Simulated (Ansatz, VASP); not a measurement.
PbO: VASP beside Ansatz

INCAR

```
SYSTEM = PbO
PREC = Accurate
ENCUT = 520
EDIFF = 1E-7
ISMEAR = 0
SIGMA = 0.02
LREAL = .FALSE.
LASPH = .TRUE.
NELM = 100
ALGO = Normal
ISIF = 2
LWAVE = .FALSE.
LCHARG = .FALSE.
LDIPOL = .TRUE.
IDIPOL = 3
DIPOL = 0.5 0.5 0.500
GGA = PE
IVDW = 12
NBANDS = 28
```

KPOINTS

```
Automatic mesh
0
G
  6 6 1
  0 0 0
```

The input POSCAR:

```
PbO
1.0
    3.7980000000      0.0000000000      0.0000000000
    0.0000000000      3.7980000000      0.0000000000
    0.0000000000      0.0000000000     30.7493267952
Pb O
2 2
Direct
    0.5000000000      0.0000000000      0.4593974851
    0.0000000000      0.5000000000      0.5406025149
    0.0000000000      0.0000000000      0.5000000000
    0.5000000000      0.5000000000      0.5000000000
```

Input for Ansatz:

```yaml
crystal:
  lattice:
    - [3.798, 0.0, 0.0]
    - [0.0, 3.798, 0.0]
    - [0.0, 0.0, 30.7493267952]
  atoms:
    - { symbol: Pb, position: [0.5, 0.0, 0.4593974851] }
    - { symbol: O, position: [0.0, 0.0, 0.5] }
    - { symbol: O, position: [0.5, 0.5, 0.5] }
    - { symbol: Pb, position: [0.0, 0.5, 0.5406025149] }
  periodic: [true, true, false]
basis:
  ecutwfc: 420
kpoints:
  mp_grid: { grid: [6, 6, 1] }
hamiltonian:
  xc: pbe
  dispersion: d3bj
scf:
  occupations: { method: gaussian, width: 0.02 }
output:
  forces: true
  stress: true
  eigenvalues: true
```

Alike in both runs: task single point; functional PBE; dispersion D3(BJ); k mesh 6 × 6 × 1; occupations gaussian, width 0.02 eV; no spin polarisation.

|  | VASP | Ansatz |
| --- | --- | --- |
| version | VASP 6.6.1 | Ansatz 0.2.0 |
| potentials or method | VASP PAW PBE potentials, release 64 (Pb_d, O), cutoff 520 eV | scalar-relativistic, plane waves, PAW |
| valence electrons in the cell | 40 | 40 |

Ansatz gave:

```
gap on the k mesh at the Fermi level (eV) : 3.18
least direct gap on the mesh (eV)         : 3.19
rms of the force components (eV/Å)        : 0.279
```

Problem. Estimate VASP's values.

Solution. gap on the k mesh at the Fermi level (eV): 3.17; least direct gap on the mesh (eV): 3.18; rms of the force components (eV/Å): 0.300.

Neither program's run includes spin-orbit coupling.
